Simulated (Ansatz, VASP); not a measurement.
Ru in VASP and in Ansatz

Contents of INCAR:

```
SYSTEM = Ru
PREC     = Accurate       ! precision mode
ENCUT    = 520            ! plane-wave cutoff, eV
EDIFF    = 1E-6           ! SCF threshold, eV
ISMEAR   = -1             ! smearing method
SIGMA    = 0.05           ! smearing width, eV
LREAL    = .False.        ! projectors in reciprocal space
LASPH    = .True.         ! aspherical terms in the spheres
NELM     = 150            ! most SCF steps
ALGO     = Normal         ! electronic algorithm
ISIF     = 2              ! what is computed and relaxed
LWAVE    = .False.        ! write WAVECAR
LCHARG   = .False.        ! write CHGCAR
ISPIN    = 2              ! spin polarisation
MAGMOM   = 1 1            ! initial moments
LORBIT   = 11             ! projections on sites
LMAXMIX  = 4              ! l up to which the mixer works
GGA      = B5             ! functional
ALDAX    = 1.0          
AGGAX    = 1.0          
AGGAC    = 1.0          
ALDAC    = 0.0          
NBANDS   = 25             ! bands
```

File KPOINTS:

```
Automatic mesh
0
Gamma
  21 21 12
  0 0 0
```

The input POSCAR:

```
Ru
1.0
    2.7685637282      0.0000000000      0.0000000000
   -1.3842818641      2.3976465207      0.0000000000
    0.0000000000      0.0000000000      4.3443274367
Ru
2
Direct
    0.3333333333      0.6666666667      0.2500000000
    0.6666666667      0.3333333333      0.7500000000
```

Input for Ansatz:

```yaml
crystal:
  lattice:
    - [2.7685637282, 0.0, 0.0]
    - [-1.3842818641, 2.3976465207, 0.0]
    - [0.0, 0.0, 4.3443274367]
  atoms:
    - { symbol: Ru, position: [0.3333333333, 0.6666666667, 0.25], spin: 1.0 }
    - { symbol: Ru, position: [0.6666666667, 0.3333333333, 0.75], spin: 1.0 }
hamiltonian:
  xc: blyp
  pseudopotentials:
    kind: paw
    azcp:
      Ru: "pseudopotentials/Ru.paw.azcp"
basis:
  ecutwfc: 420
  fft_grid_basis: typed
kpoints:
  mp_grid: { grid: [21, 21, 12], shift: [0, 0, 0] }
magnetization:
  spin_polarized: true
scf:
  occupations: { method: fermi_dirac, width: 0.05 }
```

Alike in both runs: task single point; functional BLYP; k mesh 21 × 21 × 12; occupations fermi-dirac, width 0.05 eV; collinear spin.

```csv
,VASP,Ansatz
version,VASP 6.6.1,Ansatz 0.2.0
potentials or method,"VASP PAW PBE potentials, release 64 (Ru_pv), cutoff 520 eV","plane waves (420 eV) with PAW, scalar-relativistic"
valence electrons in the cell,28,32
```

```tsv
	VASP	Ansatz	Ansatz less VASP
net moment per atom (μB)	0.00	0.00	0.000
```

VASP's potentials were made for PBE, not for BLYP. With one functional, cell and mesh, what is left measures potentials, basis and numerics. VASP's potentials hold 28 valence electrons a cell and Ansatz's 32, so a difference there can come from the potentials and not from the codes. Ansatz's warnings: seeded moment not kept.
